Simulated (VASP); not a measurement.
Si3Ge, 4 atoms in the cell. It takes space group P-4m2 (No. 115, tetragonal). Conventional cell: a = 3.859 Å, b = 3.859 Å, c = 5.514 Å, α = 90.00°, β = 90.00°, γ = 90.00°. Within 3.1 Å of Si (site symmetry 2mm) lie 2 Si at 2.36 Å and 2 Ge at 2.39 Å. Si (site symmetry -4m2) has 4 Si at 2.36 Å within 3.1 Å. Ge (site symmetry -4m2) has 4 Si at 2.39 Å within 3.2 Å.  This cell differs from its parent crystal: epitaxial xy strain -0.8%.

```yaml
Program: VASP 6.6.1
Task: single point
Functional: HSE06
Potentials_or_basis: VASP PAW PBE potentials, release 64 (Si, Ge_d)
Cutoff: 520 eV
k_mesh: 4 × 4 × 4
Occupations: gaussian, width 0.01 eV
Spin: no spin polarisation
Dipole_correction: no
Grid_for_exact_exchange_PRECFOCK: Normal
Further_INCAR_settings: ALGO = Normal; EDIFF = 1e-07; NBANDS = 21
Share_of_exact_exchange: 0.25
Screening_parameter: 0.2079 1/Å
```

Potentials or basis: VASP PAW PBE potentials, release 64 (Si, Ge_d).

The run is started by

```console
$ cat potpaw_PBE.64/Si/POTCAR potpaw_PBE.64/Ge_d/POTCAR > POTCAR
$ cp INCAR.step1 INCAR
$ mpirun -np 1 vasp_std > vasp.out
$ cp INCAR.step2 INCAR
$ mpirun -np 1 vasp_std > vasp.out
```

Hardware: 1 thread of AMD EPYC 9R45 96-Core Processor (Zen 5), on a shared host.

Problem. Estimate the wall time of this run.

Solution. It took 18 min on 1 thread of AMD EPYC 9R45 96-Core Processor (Zen 5), with other jobs on the host, peak memory 0.3 GiB. Counts: k points 18.
